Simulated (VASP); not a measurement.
# Ge: single point with PBEsol

Crystal: Ge.

```xyz
4
Lattice="2.7980 2.7980 0.0000 -2.7980 2.7980 0.0000 0.0000 0.0000 6.0153" Properties=species:S:1:pos:R:3 pbc="T T T"
Ge    0.0000    2.7980    3.0077
Ge    1.3990    1.3990    1.5038
Ge    0.0000    0.0000    0.0000
Ge   -1.3990    1.3990    4.5115
```

This cell differs from its parent crystal: uniaxial strain along c: +6.0 %, then relaxed in part.

* Program: VASP 6.6.1
* Task: single point
* Functional: PBEsol
* Potentials or basis: VASP PAW PBE potentials, release 64 (Ge_d)
* Cutoff: 520 eV
* k mesh: 14 × 14 × 10
* Occupations: gaussian, width 0.1 eV
* Spin: no spin polarisation
* Dipole correction: no
* Further INCAR settings: ALGO = Fast; EDIFF = 1e-06; NBANDS = 36

```yaml
Pressure: -2.0 GPa
Band_gap_on_the_k_mesh: zero (bands 28 and 29 overlap by 0.28 eV)
```

Stress tensor (GPa, compression positive):
```
-0.13  0.00  0.00
 0.00 -0.13  0.00
 0.00  0.00 -5.65
```

Levels at points of the mesh, in eV from the Fermi level:
```tsv
k point	band 25	band 26	band 27	band 28	band 29	band 30	band 31	band 32
(0.00, 0.00, 0.00)	-2.67	-0.47	-0.45	0.14	0.14	1.04	1.04	2.37
(0.50, 0.00, 0.00)	-4.01	-4.01	-1.14	-1.14	2.12	2.12	4.47	4.47
(0.50, 0.50, 0.00)	-3.16	-3.16	-3.16	-3.16	0.48	0.48	0.48	0.48
(0.00, 0.00, 0.50)	-1.74	-1.74	-1.74	-1.74	1.34	1.34	2.50	2.50
(0.50, 0.00, 0.50)	-1.73	-1.73	-1.07	-1.07	-0.14	-0.14	3.53	3.53
(0.50, 0.50, 0.50)	-3.80	-3.80	-3.80	-3.80	3.47	3.47	3.47	3.47
```

Run time: 15 min on 1 thread of Oxide Virtual Turin-like Processor, on a shared host, peak memory 0.54 GiB.

Caveat: the cell differs from its parent crystal (uniaxial strain along c: +6.0 %, then relaxed in part); the stress differs along the axes, from -6 to -0 GPa; semilocal functionals underestimate gaps, and a narrow one can read as zero; the PAW data sets were made with another functional, which shifts forces and pressure a little.
